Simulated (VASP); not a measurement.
# ZnS (Cm) in VASP: notebook, part 2 of 2

VASP 6.6.1.

### 3 Single point, r2SCAN (atom 1 (Zn) moved by (-0.225, -0.450) A along [1 1 0] and z)

File POSCAR:

```
ZnS
1.0
    0.0000000000      2.7046500000      2.7046500000
    2.7046500000      0.0000000000      2.7046500000
    2.7046500000      2.7046500000      0.0000000000
Zn S
1 1
Direct
   -0.0831900616     -0.0831900616      0.0243658049
    0.7500000000      0.7500000000      0.7500000000
```

File INCAR.step1:

```
SYSTEM = ZnS
  PREC = Accurate
  ENCUT = 520
  ISMEAR = 0
  SIGMA = 0.05
  LREAL = .False.
  LASPH = .True.
  NELM = 100
  NBANDS = 16
  GGA = PE
  ALGO = Normal
  EDIFF = 1E-4
  LWAVE = .True.
  LCHARG = .False.
```

File INCAR.step2:

```
SYSTEM = ZnS
  PREC = Accurate
  ENCUT = 520
  EDIFF = 1E-7
  ISMEAR = 0
  SIGMA = 0.05
  LREAL = .False.
  LASPH = .True.
  NELM = 100
  ALGO = Normal
  ISIF = 2
  LWAVE = .False.
  LCHARG = .False.
  METAGGA = R2SCAN
  LMIXTAU = .True.
  NBANDS = 16
  ISTART = 1
```

File KPOINTS:

```
regular mesh
0
Gamma
  8 8 8
  0 0 0
```

Potentials or basis: VASP PAW PBE potentials, release 64 (Zn, S).

Command:

```bash
> cat potpaw_PBE.64/Zn/POTCAR potpaw_PBE.64/S/POTCAR > POTCAR
> cp INCAR.step1 INCAR
> mpirun -np 1 vasp_std > vasp.out
> cp INCAR.step2 INCAR
> mpirun -np 1 vasp_std > vasp.out
```

Run time: 9.5 min. Hardware: 1 thread of Intel Xeon 8259CL, shared host; peak memory 0.23 GiB.

The run converged. Its results:

```yaml
Free_energy: -17.7366 eV
Pressure: 11.5 GPa
Largest_force: 6.501 eV/Å
Band_gap_on_the_k_mesh: 2.53 eV
```

Forces in eV/Å, atoms in the order of the input:
```
Zn   3.830  3.830  3.597
S   -3.830 -3.830 -3.597
```

Stress tensor (GPa, compression positive):
```
14.15 17.39 12.55
17.39 14.15 12.55
12.55 12.55  6.06
```

Levels at points of the mesh, in eV from the valence-band top:
```csv
k point,band 7,band 8,band 9,band 10,band 11,band 12
"(0.00, 0.00, 0.00)",-1.11,-0.16,0.00,2.53,6.45,6.95
"(0.50, 0.00, 0.00)",-4.90,-1.76,-0.39,3.25,5.86,8.15
"(0.00, 0.00, 0.50)",-5.46,-1.53,-0.39,3.52,5.98,8.66
"(0.50, 0.50, 0.50)",-5.93,-1.63,-0.93,4.28,7.00,8.35
"(0.50, 0.50, 0.00)",-4.58,-2.62,-2.34,2.73,4.84,11.01
"(0.00, 0.50, 0.50)",-4.89,-2.43,-1.98,2.99,4.24,11.09
```

Caveat: the cell differs from its parent crystal (atom 1 (Zn) moved by (-0.225, -0.450) A along [1 1 0] and z); the stress differs along the axes, from 6 to 14 GPa; the PAW data sets were made with another functional, which shifts forces and pressure a little.

### 4 Single point, r2SCAN (atom 1 (Zn) moved by (-0.225, +0.000) A along [1 1 0] and z)

Edit POSCAR of step 3 so:

```diff
@@ -8,3 +8,3 @@
 Direct
-   -0.0831900616     -0.0831900616      0.0243658049
+    0.0000000000      0.0000000000     -0.0588242567
     0.7500000000      0.7500000000      0.7500000000
```

File INCAR.step1:

```
SYSTEM = ZnS
PREC = Accurate ; ENCUT = 520
ISMEAR = 0 ; SIGMA = 0.05
LREAL = .False. ; LASPH = .True.
NELM = 80 ; NBANDS = 16
GGA = PE ; ALGO = Normal
EDIFF = 1E-4 ; LWAVE = .True.
LCHARG = .False.
```

File INCAR.step2:

```
SYSTEM = ZnS
PREC = Accurate ; ENCUT = 520
EDIFF = 1E-6 ; ISMEAR = 0
SIGMA = 0.05 ; LREAL = .False.
LASPH = .True. ; NELM = 80
ALGO = Normal ; ISIF = 2
LWAVE = .False. ; LCHARG = .True.
METAGGA = R2SCAN ; LMIXTAU = .True.
LELF = .True. ; LVHAR = .True.
NBANDS = 16 ; ISTART = 1
```

KPOINTS is that of step 3.

Potentials or basis: VASP PAW PBE potentials, release 64 (Zn, S).

Command:

```bash
> cat potpaw_PBE.64/Zn/POTCAR potpaw_PBE.64/S/POTCAR > POTCAR
> cp INCAR.step1 INCAR
> mpirun -np 1 vasp_std > vasp.out
> cp INCAR.step2 INCAR
> mpirun -np 1 vasp_std > vasp.out
```

OUTCAR:

```text
SYSTEM = ZnS
   PREC = Accurate
   ENCUT = 520
   EDIFF = 1E-6
   ISMEAR = 0
   LREAL = .False.
   LASPH = .True.
   NELM = 80
   ISIF = 2
   METAGGA = R2SCAN
   ISTART = 1

 ion  position               nearest neighbor table
   1  0.000  0.000  0.941-   2 2.16   2 2.35   2 2.35   2 2.53
   2  0.750  0.750  0.750-   1 2.16   1 2.35   1 2.35   1 2.53

  LATTYP: Found a face centered cubic cell.
 ALAT       =     5.4093000000

  Lattice vectors:

 A1 = (   0.0000000000,   2.7046500000,   2.7046500000)
 A2 = (   2.7046500000,   0.0000000000,   2.7046500000)
 A3 = (   2.7046500000,   2.7046500000,   0.0000000000)
[... 625 lines left out ...]
      5      -4.2401      2.00000
      6      -4.2130      2.00000
[... 8 lines left out ...]
     15      14.8728      0.00000
     16      15.4145      0.00000

 [... further k-points ...]
[... 5 lines left out ...]
  --------------------------------------------------------------------------------------
  -------------------------------------------------------------------------------------
  Total        0.1561085      0.1561085      0.4039726      0.5317076      0.9464927      0.9464820
  in kB        6.3208279      6.3208279     16.3568334     21.5288194     38.3234530     38.3230222
  external PRESSURE =       9.6661631 kB  Pullay stress =       0.0000000 kB

 VOLUME and BASIS-vectors are now :
 -----------------------------------------------------------------------------
  energy-cutoff  :      520.00
  volume of cell :       39.57
      direct lattice vectors                 reciprocal lattice vectors
     0.000000000  2.704650000  2.704650000    -0.184866803  0.184866803  0.184866803
     2.704650000  0.000000000  2.704650000     0.184866803 -0.184866803  0.184866803
     2.704650000  2.704650000  0.000000000     0.184866803  0.184866803 -0.184866803

 POSITION                                       TOTAL-FORCE (eV/Angst)
 -----------------------------------------------------------------------------------
      2.54555      2.54555      0.00000         0.987154      0.987154      0.613039
      4.05697      4.05697      4.05697        -0.987154     -0.987154     -0.613039
 -----------------------------------------------------------------------------------
    total drift:                               -0.004620     -0.004620      0.012004

  FREE ENERGIE OF THE ION-ELECTRON SYSTEM (eV)
  ---------------------------------------------------
  free  energy   TOTEN  =       -18.7139622235 eV

  energy  without entropy=      -18.7139622235  energy(sigma->0) =      -18.71396222
```

It took 7.6 min on 1 thread of Intel Xeon 8259CL, shared host; peak memory 0.23 GiB.

What came out:

| Property | Result |
| --- | --- |
| Free energy | -18.7140 eV |
| Pressure | 1.0 GPa |
| Largest force | 1.525 eV/Å |
| Band gap on the k mesh | 2.58 eV |

Forces in eV/Å, atoms in the order of the input:
```
Zn   0.987  0.987  0.613
S   -0.987 -0.987 -0.613
```

Stress tensor (GPa, compression positive):
```
0.63 2.15 3.83
2.15 0.63 3.83
3.83 3.83 1.64
```

Caveat: the cell differs from its parent crystal (atom 1 (Zn) moved by (-0.225, +0.000) A along [1 1 0] and z); the PAW data sets were made with another functional, which shifts forces and pressure a little.

### 5 Summary

| cell | gap on the mesh (eV) | pressure (GPa) | largest force (eV/Å) |
| --- | --- | --- | --- |
| as given, atomic positions A | 2.55 | 6.8 | 4.38 |
| as given, atomic positions B | 2.53 | 11.5 | 6.50 |
| as given, atomic positions C | 2.58 | 1.0 | 1.52 |

Alike in all rows: task single point; level r2SCAN; potentials or basis VASP PAW PBE potentials, release 64 (Zn, S); no spin polarisation; k mesh 8 × 8 × 8; cutoff (eV) 520; smearing gaussian 0.05 eV.

Caveats: the PAW data sets were made with another functional, which shifts forces and pressure a little; the stress differs along the axes, from 5 to 11 GPa (at least some runs); the stress differs along the axes, from 6 to 14 GPa (at least some runs).

Total energies depend on the potentials used, so only differences within one code and one set of settings carry meaning.
